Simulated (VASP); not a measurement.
# Be2As (R-3m) in VASP: notebook

Be2As is run at these levels: PBE; tasks: single point, relaxation of cell and atoms.

All numbers are computed with VASP 6.6.1; they aren't measurements. Logs are shortened: lines on timing, memory, paths and dates and some standing lists are left out, and cuts for length are marked.

## Step 1: The cell of the first run

It takes space group R-3m (No. 166, trigonal). The conventional cell has a = 3.581 Å, b = 3.581 Å, c = 10.642 Å, α = 90.00°, β = 90.00°, γ = 120.00°. Within 3.2 Å of Be (site symmetry 3m) lie 4 As at 2.38 Å and 6 Be at 2.39 to 3.12 Å. Within 3.1 Å of As (site symmetry -3m) lie 8 Be at 2.38 Å.

## Step 2: Single point, PBE

INCAR reads:

```
SYSTEM = Be2As
ALGO = Normal ; EDIFF = 1E-6
ENCUT = 520 ; GGA = PE
ISIF = 2 ; ISMEAR = 0
LASPH = .TRUE. ; LCHARG = .FALSE.
LREAL = .FALSE. ; LWAVE = .FALSE.
NBANDS = 12 ; NELM = 100
PREC = Accurate ; SIGMA = 0.1
```

KPOINTS reads:

```
k-points
0
G
  6 6 6
  0 0 0
```

POSCAR reads:

```
Be2As
1.0
    1.7903069155      1.0336341776      3.5472226440
   -1.7903069155      1.0336341776      3.5472226440
    0.0000000000     -2.0672683612      3.5472226422
Be As
2 1
Direct
    0.2233419593      0.2233419593      0.2233419593
    0.7766580407      0.7766580407      0.7766580407
    0.0000000000      0.0000000000      0.0000000000
```

Potentials or basis: VASP PAW PBE potentials, release 64 (Be, As).

Command:

```bash
$ cat potpaw_PBE.64/Be/POTCAR potpaw_PBE.64/As/POTCAR > POTCAR
$ mpirun -np 1 vasp_std > vasp.out
```

OUTCAR:

```text
SYSTEM = Be2As
   EDIFF = 1E-6
   ENCUT = 520
   GGA = PE
   ISIF = 2
   ISMEAR = 0
   LASPH = .TRUE.
   LREAL = .FALSE.
   NELM = 100
   PREC = Accurate

 ion  position               nearest neighbor table
   1  0.223  0.223  0.223-   3 2.38   3 2.38   3 2.38   3 2.38
   2  0.777  0.777  0.777-   3 2.38   3 2.38   3 2.38   3 2.38
   3  0.000  0.000  0.000-   2 2.38   1 2.38   2 2.38   2 2.38   1 2.38   1 2.38   2 2.38   1 2.38

  LATTYP: Found a trigonal (rhomboedric) cell.
 ALAT       =     4.1056530480
 COS(alpha) =     0.6197051170

  Lattice vectors:

 A1 = (   1.7903069155,   1.0336341776,   3.5472226440)
 A2 = (  -1.7903069155,   1.0336341776,   3.5472226440)
 A3 = (   0.0000000000,  -2.0672683612,   3.5472226422)

Analysis of symmetry for initial positions (statically):
=====================================================================
 Subroutine PRICEL returns:
 Original cell was already a primitive cell.

 Routine SETGRP: Setting up the symmetry group for a
 trigonal (rhombohedral) supercell.

 Subroutine GETGRP returns: Found 12 space group operations
 (whereof 12 operations were pure point group operations)
 out of a pool of 12 trial point group operations.

The static configuration has the point symmetry D_3d.

Analysis of symmetry for dynamics (positions and initial velocities):
=====================================================================
 Subroutine PRICEL returns:
 Original cell was already a primitive cell.

 Routine SETGRP: Setting up the symmetry group for a
 trigonal (rhombohedral) supercell.

 Subroutine GETGRP returns: Found 12 space group operations
 (whereof 12 operations were pure point group operations)
 out of a pool of 12 trial point group operations.

The dynamic configuration has the point symmetry D_3d.

 Subroutine INISYM returns: Found 12 space group operations
 (whereof 12 operations are pure point group operations),
 and found     1 'primitive' translations

----------------------------------------------------------------------------------------

                                     Primitive cell

  volume of cell :      39.3853

  direct lattice vectors                    reciprocal lattice vectors
     1.790306915  1.033634178  3.547222644     0.279281723  0.161243378  0.093970232
    -1.790306915  1.033634178  3.547222644    -0.279281723  0.161243378  0.093970232
     0.000000000 -2.067268361  3.547222642     0.000000000 -0.322486756  0.093970231

  length of vectors
     4.105653048  4.105653048  4.105653048     0.335898961  0.335898961  0.335898961

  position of ions in fractional coordinates (direct lattice)
     0.223341959  0.223341959  0.223341959
     0.776658041  0.776658041  0.776658041
     0.000000000  0.000000000  0.000000000

  ion indices of the primitive-cell ions
   primitive index   ion index
                 1           1
                 2           2
                 3           3

----------------------------------------------------------------------------------------

 KPOINTS: k-points

Automatic generation of k-mesh.
 Grid dimensions read from file:
 generate k-points for:    6    6    6

 Generating k-lattice:

  Cartesian coordinates                     Fractional coordinates (reciprocal lattice)
     0.046546954  0.026873896  0.015661705     0.166666667 -0.000000000  0.000000000
    -0.046546954  0.026873896  0.015661705    -0.000000000  0.166666667  0.000000000
     0.000000000 -0.053747793  0.015661705     0.000000000  0.000000000  0.166666667

  Length of vectors
     0.055983160  0.055983160  0.055983160

  Shift w.r.t. Gamma in fractional coordinates (k-lattice)
     0.000000000  0.000000000  0.000000000

 Subroutine IBZKPT returns following result:
 ===========================================

 Found     32 irreducible k-points:

 Following reciprocal coordinates:
            Coordinates               Weight
  0.000000  0.000000  0.000000      1.000000
  0.166667 -0.000000 -0.000000      6.000000
  0.333333 -0.000000 -0.000000      6.000000
  0.500000 -0.000000  0.000000      3.000000
  0.166667  0.166667 -0.000000      6.000000
  0.333333  0.166667 -0.000000     12.000000
[... 16 lines left out ...]
  0.500000  0.500000  0.166667      6.000000
 -0.333333  0.500000  0.166667     12.000000
 [... further k-points ...]
   k-points           NKPTS =     32   k-points in BZ     NKDIM =     32   number of bands    NBANDS=     12
   number of dos      NEDOS =    301   number of ions     NIONS =      3
   total plane-waves  NPLWV =  32768
   dimension x,y,z NGX =    32 NGY =   32 NGZ =   32
   dimension x,y,z NGXF=    64 NGYF=   64 NGZF=   64
   ions per type =               2   1
   NGX,Y,Z   is equivalent  to a cutoff of  12.96, 12.96, 12.96 a.u.
   NGXF,Y,Z  is equivalent  to a cutoff of  25.91, 25.91, 25.91 a.u.
 SYSTEM =  Be2As
   PREC   = accura    normal or accurate (medium, high low for compatibility)
   ISTART =      0    job   : 0-new  1-cont  2-samecut
   ICHARG =      2    charge: 1-file 2-atom 10-const
   ISPIN  =      1    spin polarized calculation?
   LNONCOLLINEAR =      F non collinear calculations
   LSORBIT =      F    spin-orbit coupling
   LASPH  =      T    aspherical Exc in radial PAW
   ENCUT  =  520.0 eV  38.22 Ry    6.18 a.u.   7.63  7.63  7.63*2*pi/ulx,y,z
   NELM   =    100;   NELMIN=  2; NELMDL= -5     # of ELM steps
   EDIFF  = 0.1E-05   stopping-criterion for ELM
   LREAL  =      F    real-space projection
   EDIFFG = 0.1E-04   stopping-criterion for IOM
   NSW    =      0    number of steps for IOM
   IBRION =     -1    ionic relax: 0-MD 1-quasi-New 2-CG
   NFREE  =      0    steps in history (QN), initial steepest desc. (CG)
   ISIF   =      2    stress and relaxation
   ISYM   =      2    0-nonsym 1-usesym 2-fastsym
   POTIM  = 0.5000    time-step for ionic-motion
   TEBEG  =    0.0;   TEEND  =   0.0 temperature during run
   PSTRESS=    0.0 pullay stress
   NELECT =       9.0000    total number of electrons
   NUPDOWN=      -1.0000    fix difference up-down
   EMIN   =  10.00;   EMAX   =-10.00  energy-range for DOS
   EFERMI =   0.00;   METHOD = LEGACY
   ISMEAR =     0;   SIGMA  =   0.10  broadening in eV -4-tet -1-fermi 0-gaus
   EFERMI_NEDOS =   21; number of points for ismear=-14 and -15
   IALGO  =     38    algorithm
   IMIX   =      4    mixing-type and parameters
     AMIX     =   0.40;   BMIX     =  1.00
     AMIX_MAG =   1.60;   BMIX_MAG =  1.00
  volume/ion in A,a.u.               =      13.13        88.60
  Fermi-wavevector in a.u.,A,eV,Ry     =   1.000870  1.891370 13.629509  1.001741
  Thomas-Fermi vector in A             =   2.133255
   LORBIT       =      0    0 simple, 1 ext, 2 COOP (PROOUT), +10 PAW based schemes
   GGA     = PE    functional components
   LHFCALC =     F    Hartree Fock is set to
   AEXX    =    0.0000 exact exchange contribution
   IVDW    =     0    specifies the selected vdW correction
   LEPSILON=     F    determine dielectric tensor
   LRPA    =     F    only Hartree local field effects (RPA)
 non-spin polarized calculation
 Gauss-broadening in eV      SIGMA  =   0.10
  energy-cutoff  :      520.00
  volume of cell :       39.39
 maximum number of plane-waves:      1075
 NGX is ok and might be reduce to    32
   NGX = 15   NGY = 15   NGZ = 15

 number of electron       9.0000000 magnetization

 Free energy of the ion-electron system (eV)
  ---------------------------------------------------
  ext. energy  EPLUGINS =         0.00000000
  ---------------------------------------------------
  free energy    TOTEN  =       -11.20372526 eV

  energy without entropy =      -11.19634111  energy(sigma->0) =      -11.20003318

 E-fermi :   5.8993     XC(G=0): -10.0892

 val. band max:        5.8853471324   @ k =  -0.1667   0.5000   0.1667
 cond. band min:       5.9510293379   @ k =   0.3333  -0.0000  -0.0000
 fundamental gap:      0.0656822055
 Fermi energy:         5.8993452158

 k-point     1 :       0.0000    0.0000    0.0000
  band No.  band energies     occupation
      1      -7.9611      2.00000
      2       2.7531      2.00000
      3       4.4499      2.00000
      4       6.0435      0.04142
      5       6.0435      0.04142
      6       7.5366      0.00000
      7       7.5366      0.00000
      8       9.1301      0.00000
      9      12.5323      0.00000
     10      12.5323      0.00000
     11      12.9042      0.00000
     12      15.1370      0.00000

 k-point     2 :       0.1667   -0.0000   -0.0000
  band No.  band energies     occupation
      1      -7.6221      2.00000
      2       2.2406      2.00000
      3       3.3214      2.00000
      4       5.2508      2.00000
      5       5.2906      2.00000
      6       7.4914      0.00000
      7       7.7198      0.00000
      8      10.7358      0.00000
      9      12.5658      0.00000
     10      12.5891      0.00000
     11      13.0905      0.00000
     12      14.3756      0.00000

 k-point     3 :       0.3333   -0.0000   -0.0000
  band No.  band energies     occupation
      1      -6.7204      2.00000
      2      -0.0974      2.00000
      3       2.1798      2.00000
      4       4.5152      2.00000
      5       5.9510      0.46483
      6       7.0475      0.00000
      7       7.6332      0.00000
      8      10.2709      0.00000
      9      12.3062      0.00000
     10      14.7625      0.00000
     11      14.7866      0.00000
     12      16.1114      0.00000

 k-point     4 :       0.5000   -0.0000    0.0000
  band No.  band energies     occupation
      1      -6.0185      2.00000
      2      -1.5465      2.00000
      3       2.0572      2.00000
      4       4.2538      2.00000
      5       5.8492      1.52140
      6       6.6449      0.00000
      7       7.9639      0.00000
      8      10.8201      0.00000
      9      12.1750      0.00000
     10      13.4964      0.00000
     11      17.2860      0.00000
     12      18.4264      0.00000

 k-point     5 :       0.1667    0.1667   -0.0000
  band No.  band energies     occupation
      1      -7.5545      2.00000
      2       1.5380      2.00000
      3       3.7511      2.00000
      4       4.3681      2.00000
      5       5.8149      1.76741
      6       7.3238      0.00000
      7       9.2846      0.00000
      8       9.5405      0.00000
      9      12.4196      0.00000
     10      13.7523      0.00000
     11      13.9366      0.00000
     12      14.8000      0.00000
[... 228 lines left out ...]
      1      -5.7061      2.00000
      2      -0.7565      2.00000
      3       0.0796      2.00000
      4       1.8844      2.00000
      5       6.8031      0.00000
      6       8.5432      0.00000
      7       9.8356      0.00000
      8      10.5707      0.00000
      9      13.5386      0.00000
     10      14.6305      0.00000
     11      16.0026      0.00000
     12      18.3277      0.00000

 k-point    22 :      -0.1667    0.3333    0.1667
  band No.  band energies     occupation
      1      -6.0419      2.00000
      2      -0.1407      2.00000
      3       0.9003      2.00000
      4       2.0021      2.00000
      5       5.7239      1.98692
      6       7.4835      0.00000
      7       9.7964      0.00000
      8       9.9793      0.00000
      9      14.7888      0.00000
     10      15.1067      0.00000
     11      16.2563      0.00000
     12      17.4275      0.00000

 k-point    23 :       0.5000    0.5000    0.1667
  band No.  band energies     occupation
      1      -6.0628      2.00000
      2      -1.0414      2.00000
      3       0.5968      2.00000
      4       2.7383      2.00000
      5       6.0850      0.00865
      6       7.5156      0.00000
      7      12.9481      0.00000
      8      12.9652      0.00000
      9      13.4026      0.00000
     10      14.0751      0.00000
     11      15.4625      0.00000
     12      16.3096      0.00000

 k-point    24 :      -0.3333    0.5000    0.1667
  band No.  band energies     occupation
      1      -5.5959      2.00000
      2      -0.6789      2.00000
      3       0.1088      2.00000
      4       1.2891      2.00000
      5       5.8450      1.55824
      6       9.0289      0.00000
      7       9.9807      0.00000
      8      13.0495      0.00000
      9      13.8890      0.00000
     10      14.0928      0.00000
     11      15.5644      0.00000
     12      18.1953      0.00000

 [... further k-points ...]

------------------------ aborting loop because EDIFF is reached ----------------------------------------

  FORCE on cell =-STRESS in cart. coord.  units (eV):
  Direction    XX          YY          ZZ          XY          YZ          ZX
  --------------------------------------------------------------------------------------
  -------------------------------------------------------------------------------------
  Total        0.1291052      0.1291052     -0.0120958      0.0000000      0.0000000      0.0000000
  in kB        5.2519465      5.2519465     -0.4920506      0.0000000      0.0000000      0.0000000
  external PRESSURE =       3.3372808 kB  Pullay stress =       0.0000000 kB

 VOLUME and BASIS-vectors are now :
 -----------------------------------------------------------------------------
  energy-cutoff  :      520.00
  volume of cell :       39.39
      direct lattice vectors                 reciprocal lattice vectors
     1.790306915  1.033634178  3.547222644     0.279281723  0.161243378  0.093970232
    -1.790306915  1.033634178  3.547222644    -0.279281723  0.161243378  0.093970232
     0.000000000 -2.067268361  3.547222642     0.000000000 -0.322486756  0.093970231

 POSITION                                       TOTAL-FORCE (eV/Angst)
 -----------------------------------------------------------------------------------
      0.00000     -0.00000      2.37673         0.000000     -0.000000      0.001625
      0.00000     -0.00000      8.26494         0.000000      0.000000     -0.001625
      0.00000      0.00000      0.00000         0.000000      0.000000      0.000000
 -----------------------------------------------------------------------------------
    total drift:                                0.000000      0.000000     -0.000000

  FREE ENERGIE OF THE ION-ELECTRON SYSTEM (eV)
  ---------------------------------------------------
  free  energy   TOTEN  =       -11.2037252611 eV

  energy  without entropy=      -11.1963411075  energy(sigma->0) =      -11.20003318
```

Wall time 16 s (1 thread of Oxide Virtual Turin-like, shared host); peak memory 0.14 GiB.

Results:

| Quantity | Value |
| --- | --- |
| Free energy | -11.2037 eV |
| Pressure | 0.3 GPa |
| Band gap on the k mesh | zero (an odd number of electrons rules out a gap without spin polarisation) |

Levels at points of the mesh, in eV from the Fermi level:
| k point | band 1 | band 2 | band 3 | band 4 | band 5 | band 6 | band 7 | band 8 |
| --- | --- | --- | --- | --- | --- | --- | --- | --- |
| (0.00, 0.00, 0.00) | -13.86 | -3.15 | -1.45 | 0.14 | 0.14 | 1.64 | 1.64 | 3.23 |
| (0.50, 0.00, 0.00) | -11.92 | -7.45 | -3.84 | -1.65 | -0.05 | 0.75 | 2.06 | 4.92 |
| (0.50, 0.50, 0.00) | -11.54 | -6.94 | -5.26 | -3.54 | -1.80 | 1.27 | 7.21 | 7.67 |
| (0.50, 0.50, 0.50) | -12.81 | -8.40 | -1.37 | -1.37 | 3.18 | 3.52 | 3.52 | 6.30 |

## Step 3: Single point, PBE

This run uses another cell than the first one, of 13.19 Å³/atom.

INCAR reads:

```
ALGO = Fast
EDIFF = 1E-6
ENCUT = 520
GGA = PE
ISIF = 2
ISMEAR = 0
LASPH = True
LCHARG = False
LREAL = False
LWAVE = False
NBANDS = 12
NELM = 100
PREC = Accurate
SIGMA = 0.1
```

KPOINTS reads:

```
k-points
0
Gamma
  18 18 18
```

POSCAR reads:

```
Be2As
1.0
    1.8002514827      1.0393756781      3.5245077545
   -1.8002514827      1.0393756781      3.5245077545
    0.0000000000     -2.0787513563      3.5245077545
Be As
2 1
Direct
    0.2242419936      0.2242419936      0.2242419936
    0.7757580064      0.7757580064      0.7757580064
    0.0000000000      0.0000000000      0.0000000000
```

Potentials or basis: VASP PAW PBE potentials, release 64 (Be, As).

Command:

```bash
$ cat potpaw_PBE.64/Be/POTCAR potpaw_PBE.64/As/POTCAR > POTCAR
$ mpirun -np 1 vasp_std > vasp.out
```

Run time: 4.9 min. Hardware: 1 thread of Oxide Virtual Turin-like, shared host; peak memory 0.36 GiB.

It converged, with:

* Free energy: -11.2423 eV
* Pressure: 0.3 GPa
* Largest force: 0.009 eV/Å
* Band gap on the k mesh: zero (an odd number of electrons rules out a gap without spin polarisation)

Forces in eV/Å, atoms in the order of the input:
```
Be   0.000  0.000 -0.009
Be   0.000  0.000  0.009
As   0.000  0.000  0.000
```

Levels at points of the mesh, in eV from the Fermi level:
| k point | band 1 | band 2 | band 3 | band 4 | band 5 | band 6 | band 7 | band 8 |
| --- | --- | --- | --- | --- | --- | --- | --- | --- |
| (0.00, 0.00, 0.00) | -14.04 | -3.23 | -1.51 | -0.14 | -0.14 | 1.37 | 1.37 | 2.89 |
| (0.50, 0.00, 0.00) | -12.14 | -7.65 | -3.99 | -1.90 | -0.20 | 0.55 | 1.83 | 4.76 |
| (0.50, 0.50, 0.00) | -11.75 | -7.14 | -5.43 | -3.81 | -1.92 | 0.97 | 7.06 | 7.46 |
| (0.50, 0.50, 0.50) | -12.97 | -8.55 | -1.67 | -1.67 | 2.80 | 3.20 | 3.20 | 6.12 |

[end of part 1 of 2]

The gap in the log of VASP goes by the Fermi energy; the results here count the filled bands.